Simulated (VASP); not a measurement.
# CdF2 (P1) in VASP: single point with PBEsol

Aim: the single point of CdF2 with PBEsol.

Program: VASP 6.6.1. These are calculated values, not measurements. Logs are shortened: lines on timing, memory, paths and dates and some standing lists are left out, and cuts for length are marked.

## 1. The cell of the first run

The typed cell holds 3 atoms: a = 3.810 Å, b = 3.810 Å, c = 3.810 Å, α = 60.00°, β = 60.00°, γ = 60.00°.

## 2. Single point, PBEsol (one atom moved)

Contents of INCAR:

```
  PREC = Accurate
  ENCUT = 520
  EDIFF = 1E-7
  ISMEAR = 0
  SIGMA = 0.02
  LREAL = False
  LASPH = True
  NELM = 100
  ALGO = Normal
  ISIF = 2
  LWAVE = False
  LCHARG = False
  GGA = PS
  NBANDS = 20
```

Contents of KPOINTS:

```
Automatic mesh
0
Gamma
  8 8 8
```

Contents of POSCAR:

```
CdF2
1.0
    0.0000000000      2.6940000000      2.6940000000
    2.6940000000      0.0000000000      2.6940000000
    2.6940000000      2.6940000000      0.0000000000
Cd F
1 2
Direct
    0.0000000000      0.0000000000      0.0000000000
    0.2542910171      0.3216258352      0.1367223460
    0.7500000000      0.7500000000      0.7500000000
```

Potentials or basis: VASP PAW PBE potentials, release 64 (Cd, F).

Started as:

```
> cat potpaw_PBE.64/Cd/POTCAR potpaw_PBE.64/F/POTCAR > POTCAR
> mpirun -np 1 vasp_std > vasp.out
```

OUTCAR:

```text
PREC = Accurate
   ENCUT = 520
   EDIFF = 1E-7
   ISMEAR = 0
   LREAL = False
   LASPH = True
   NELM = 100
   ISIF = 2
   GGA = PS

 ion  position               nearest neighbor table
   1  0.000  0.000  0.000-   2 2.13   2 2.25   3 2.33   3 2.33   3 2.33   3 2.33   2 2.35   2 2.69

   2  0.254  0.322  0.137-   1 2.13   1 2.25   1 2.35   1 2.69
   3  0.750  0.750  0.750-   1 2.33   1 2.33   1 2.33   1 2.33

  LATTYP: Found a face centered cubic cell.
 ALAT       =     5.3880000000

  Lattice vectors:

 A1 = (   0.0000000000,   2.6940000000,   2.6940000000)
 A2 = (   2.6940000000,   0.0000000000,   2.6940000000)
 A3 = (   2.6940000000,   2.6940000000,   0.0000000000)

Analysis of symmetry for initial positions (statically):
=====================================================================
 Subroutine PRICEL returns:
 Original cell was already a primitive cell.

 Routine SETGRP: Setting up the symmetry group for a
 face centered cubic supercell.

 Subroutine GETGRP returns: Found  1 space group operations
 (whereof  1 operations were pure point group operations)
 out of a pool of 48 trial point group operations.

The static configuration has the point symmetry C_1 .

Analysis of symmetry for dynamics (positions and initial velocities):
=====================================================================
 Subroutine PRICEL returns:
 Original cell was already a primitive cell.

 Routine SETGRP: Setting up the symmetry group for a
 face centered cubic supercell.

 Subroutine GETGRP returns: Found  1 space group operations
 (whereof  1 operations were pure point group operations)
 out of a pool of 48 trial point group operations.

The dynamic configuration has the point symmetry C_1 .

 Subroutine INISYM returns: Found  1 space group operations
 (whereof  1 operations are pure point group operations),
 and found     1 'primitive' translations

----------------------------------------------------------------------------------------

                                     Primitive cell

  volume of cell :      39.1041

  direct lattice vectors                    reciprocal lattice vectors
     0.000000000  2.694000000  2.694000000    -0.185597624  0.185597624  0.185597624
     2.694000000  0.000000000  2.694000000     0.185597624 -0.185597624  0.185597624
     2.694000000  2.694000000  0.000000000     0.185597624  0.185597624 -0.185597624

  length of vectors
     3.809891337  3.809891337  3.809891337     0.321464515  0.321464515  0.321464515

  position of ions in fractional coordinates (direct lattice)
     0.000000000  0.000000000  0.000000000
     0.254291017  0.321625835  0.136722346
     0.750000000  0.750000000  0.750000000

  ion indices of the primitive-cell ions
   primitive index   ion index
                 1           1
                 2           2
                 3           3

----------------------------------------------------------------------------------------

 KPOINTS: Automatic mesh

Automatic generation of k-mesh.
 Grid dimensions read from file:
 generate k-points for:    8    8    8

 Generating k-lattice:

  Cartesian coordinates                     Fractional coordinates (reciprocal lattice)
    -0.023199703  0.023199703  0.023199703     0.125000000  0.000000000  0.000000000
     0.023199703 -0.023199703  0.023199703     0.000000000  0.125000000  0.000000000
     0.023199703  0.023199703 -0.023199703     0.000000000  0.000000000  0.125000000

  Length of vectors
     0.040183064  0.040183064  0.040183064

  Shift w.r.t. Gamma in fractional coordinates (k-lattice)
     0.000000000  0.000000000  0.000000000

 Subroutine IBZKPT returns following result:
 ===========================================

 Found    260 irreducible k-points:

 Following reciprocal coordinates:
            Coordinates               Weight
  0.000000  0.000000  0.000000      1.000000
  0.125000  0.000000  0.000000      2.000000
  0.000000  0.125000  0.000000      2.000000
  0.000000  0.000000  0.125000      2.000000
  0.125000  0.125000  0.125000      2.000000
  0.250000  0.000000  0.000000      2.000000
[... 16 lines left out ...]
  0.125000  0.000000  0.250000      2.000000
  0.125000  0.125000 -0.125000      2.000000
 [... further k-points ...]
   k-points           NKPTS =    260   k-points in BZ     NKDIM =    260   number of bands    NBANDS=     20
   number of dos      NEDOS =    301   number of ions     NIONS =      3
   total plane-waves  NPLWV =  21952
   dimension x,y,z NGX =    28 NGY =   28 NGZ =   28
   dimension x,y,z NGXF=    56 NGYF=   56 NGZF=   56
   ions per type =               1   2
   NGX,Y,Z   is equivalent  to a cutoff of  12.22, 12.22, 12.22 a.u.
   NGXF,Y,Z  is equivalent  to a cutoff of  24.44, 24.44, 24.44 a.u.
 SYSTEM =  unknown system
   PREC   = accura    normal or accurate (medium, high low for compatibility)
   ISTART =      0    job   : 0-new  1-cont  2-samecut
   ICHARG =      2    charge: 1-file 2-atom 10-const
   ISPIN  =      1    spin polarized calculation?
   LNONCOLLINEAR =      F non collinear calculations
   LSORBIT =      F    spin-orbit coupling
   LASPH  =      T    aspherical Exc in radial PAW
   ENCUT  =  520.0 eV  38.22 Ry    6.18 a.u.   7.08  7.08  7.08*2*pi/ulx,y,z
   NELM   =    100;   NELMIN=  2; NELMDL= -5     # of ELM steps
   EDIFF  = 0.1E-06   stopping-criterion for ELM
   LREAL  =      F    real-space projection
   EDIFFG = 0.1E-05   stopping-criterion for IOM
   NSW    =      0    number of steps for IOM
   IBRION =     -1    ionic relax: 0-MD 1-quasi-New 2-CG
   NFREE  =      0    steps in history (QN), initial steepest desc. (CG)
   ISIF   =      2    stress and relaxation
   ISYM   =      2    0-nonsym 1-usesym 2-fastsym
   POTIM  = 0.5000    time-step for ionic-motion
   TEBEG  =    0.0;   TEEND  =   0.0 temperature during run
   PSTRESS=    0.0 pullay stress
   NELECT =      26.0000    total number of electrons
   NUPDOWN=      -1.0000    fix difference up-down
   EMIN   =  10.00;   EMAX   =-10.00  energy-range for DOS
   EFERMI =   0.00;   METHOD = LEGACY
   ISMEAR =     0;   SIGMA  =   0.02  broadening in eV -4-tet -1-fermi 0-gaus
   EFERMI_NEDOS =   21; number of points for ismear=-14 and -15
   IALGO  =     38    algorithm
   IMIX   =      4    mixing-type and parameters
     AMIX     =   0.40;   BMIX     =  1.00
     AMIX_MAG =   1.60;   BMIX_MAG =  1.00
  volume/ion in A,a.u.               =      13.03        87.96
  Fermi-wavevector in a.u.,A,eV,Ry     =   1.428867  2.700166 27.778468  2.041660
  Thomas-Fermi vector in A             =   2.548882
   LORBIT       =      0    0 simple, 1 ext, 2 COOP (PROOUT), +10 PAW based schemes
   GGA     = PS    functional components
   LHFCALC =     F    Hartree Fock is set to
   AEXX    =    0.0000 exact exchange contribution
   IVDW    =     0    specifies the selected vdW correction
   LEPSILON=     F    determine dielectric tensor
   LRPA    =     F    only Hartree local field effects (RPA)
 non-spin polarized calculation
 Gauss-broadening in eV      SIGMA  =   0.02
  energy-cutoff  :      520.00
  volume of cell :       39.10
 maximum number of plane-waves:      1067
   NGX = 15   NGY = 15   NGZ = 15

 number of electron      25.9999998 magnetization

 Free energy of the ion-electron system (eV)
  ---------------------------------------------------
  ext. energy  EPLUGINS =         0.00000000
  ---------------------------------------------------
  free energy    TOTEN  =       -11.32109269 eV

  energy without entropy =      -11.32109269  energy(sigma->0) =      -11.32109269

 E-fermi :  -1.1076     XC(G=0): -10.6905

 val. band max:       -1.2712651896   @ k =   0.5000   0.0000   0.5000
 cond. band min:       1.4611516663   @ k =   0.0000   0.0000   0.0000
 fundamental gap:      2.7324168559
 Fermi energy:        -1.1076143256

 k-point     1 :       0.0000    0.0000    0.0000
  band No.  band energies     occupation
      1     -22.2387      2.00000
      2     -20.9654      2.00000
      3      -7.2981      2.00000
      4      -7.1730      2.00000
      5      -6.7685      2.00000
      6      -5.8826      2.00000
[... 12 lines left out ...]
     19      17.8550      0.00000
     20      18.0755      0.00000

 k-point     2 :       0.1250    0.0000    0.0000
  band No.  band energies     occupation
      1     -22.1837      2.00000
      2     -21.0151      2.00000
      3      -7.2254      2.00000
      4      -7.0558      2.00000
      5      -6.6751      2.00000
      6      -5.8970      2.00000
[... 12 lines left out ...]
     19      17.6511      0.00000
     20      17.9576      0.00000

 k-point     3 :       0.0000    0.1250    0.0000
  band No.  band energies     occupation
      1     -22.1839      2.00000
      2     -21.0125      2.00000
      3      -7.1741      2.00000
      4      -7.0570      2.00000
      5      -6.6757      2.00000
      6      -5.9043      2.00000
[... 12 lines left out ...]
     19      17.4947      0.00000
     20      18.0125      0.00000

 k-point     4 :       0.0000    0.0000    0.1250
  band No.  band energies     occupation
      1     -22.1983      2.00000
      2     -20.9983      2.00000
      3      -7.2600      2.00000
      4      -7.1420      2.00000
      5      -6.6438      2.00000
      6      -5.8832      2.00000
[... 12 lines left out ...]
     19      17.5492      0.00000
     20      17.6654      0.00000

 k-point     5 :       0.1250    0.1250    0.1250
  band No.  band energies     occupation
      1     -22.1827      2.00000
      2     -21.0149      2.00000
      3      -7.2256      2.00000
      4      -7.0299      2.00000
      5      -6.6779      2.00000
      6      -5.9021      2.00000
[... 12 lines left out ...]
     19      17.5979      0.00000
     20      18.0080      0.00000
[... 353 lines left out ...]
      6      -6.0316      2.00000
[... 12 lines left out ...]
     19      18.0301      0.00000
     20      19.4275      0.00000

 k-point    22 :       0.0000    0.2500    0.1250
  band No.  band energies     occupation
      1     -22.0548      2.00000
      2     -21.1221      2.00000
      3      -6.9450      2.00000
      4      -6.8124      2.00000
      5      -6.3520      2.00000
      6      -6.0564      2.00000
[... 12 lines left out ...]
     19      17.9773      0.00000
     20      19.0443      0.00000

 k-point    23 :       0.1250    0.0000    0.2500
  band No.  band energies     occupation
      1     -22.0874      2.00000
      2     -21.0954      2.00000
      3      -7.1309      2.00000
      4      -6.9525      2.00000
      5      -6.3789      2.00000
      6      -6.0037      2.00000
[... 12 lines left out ...]
     19      18.0351      0.00000
     20      18.9625      0.00000

 k-point    24 :       0.1250    0.1250   -0.1250
  band No.  band energies     occupation
      1     -22.0917      2.00000
      2     -21.0886      2.00000
      3      -7.1242      2.00000
      4      -6.9729      2.00000
      5      -6.3703      2.00000
      6      -5.9967      2.00000
[... 12 lines left out ...]
     19      18.0431      0.00000
     20      19.0414      0.00000

 [... further k-points ...]

------------------------ aborting loop because EDIFF is reached ----------------------------------------

  FORCE on cell =-STRESS in cart. coord.  units (eV):
  Direction    XX          YY          ZZ          XY          YZ          ZX
  --------------------------------------------------------------------------------------
  -------------------------------------------------------------------------------------
  Total        0.8995847      1.2597414      0.9813789     -0.5245915      0.0985216      0.7717885
  in kB       36.8578375     51.6142027     40.2091164    -21.4935970      4.0366315     31.6217659
  external PRESSURE =      42.8937188 kB  Pullay stress =       0.0000000 kB

 VOLUME and BASIS-vectors are now :
 -----------------------------------------------------------------------------
  energy-cutoff  :      520.00
  volume of cell :       39.10
      direct lattice vectors                 reciprocal lattice vectors
     0.000000000  2.694000000  2.694000000    -0.185597624  0.185597624  0.185597624
     2.694000000  0.000000000  2.694000000     0.185597624 -0.185597624  0.185597624
     2.694000000  2.694000000  0.000000000     0.185597624  0.185597624 -0.185597624

 POSITION                                       TOTAL-FORCE (eV/Angst)
 -----------------------------------------------------------------------------------
      0.00000      0.00000      0.00000         0.380976     -0.652717      0.373412
      1.23479      1.05339      1.55152        -0.169581      1.304174     -0.749634
      4.04100      4.04100      4.04100        -0.211394     -0.651457      0.376221
 -----------------------------------------------------------------------------------
    total drift:                               -0.000577     -0.000406      0.000491

  FREE ENERGIE OF THE ION-ELECTRON SYSTEM (eV)
  ---------------------------------------------------
  free  energy   TOTEN  =       -11.3210926853 eV

  energy  without entropy=      -11.3210926853  energy(sigma->0) =      -11.32109269
```

It took 70 s on 1 thread of Intel Xeon 6975P-C (Granite Rapids), shared host; peak memory 0.29 GiB.

Results:

| Property | Result |
| --- | --- |
| Free energy | -11.3211 eV |
| Pressure | 4.3 GPa |
| Largest force | 1.514 eV/Å |
| Band gap on the k mesh | 2.73 eV (least direct gap 3.16 eV) |

Forces in eV/Å, atoms in the order of the input:
```
Cd   0.381 -0.653  0.373
F   -0.170  1.304 -0.750
F   -0.211 -0.651  0.376
```

Stress tensor (GPa, compression positive):
```
 3.69 -2.15  3.16
-2.15  5.16  0.40
 3.16  0.40  4.02
```

Caveat: the cell differs from its parent crystal (one atom moved); the cell stands under pressure; the PAW data sets were made with another functional, which shifts forces and pressure a little. A k mesh can miss the band edges.
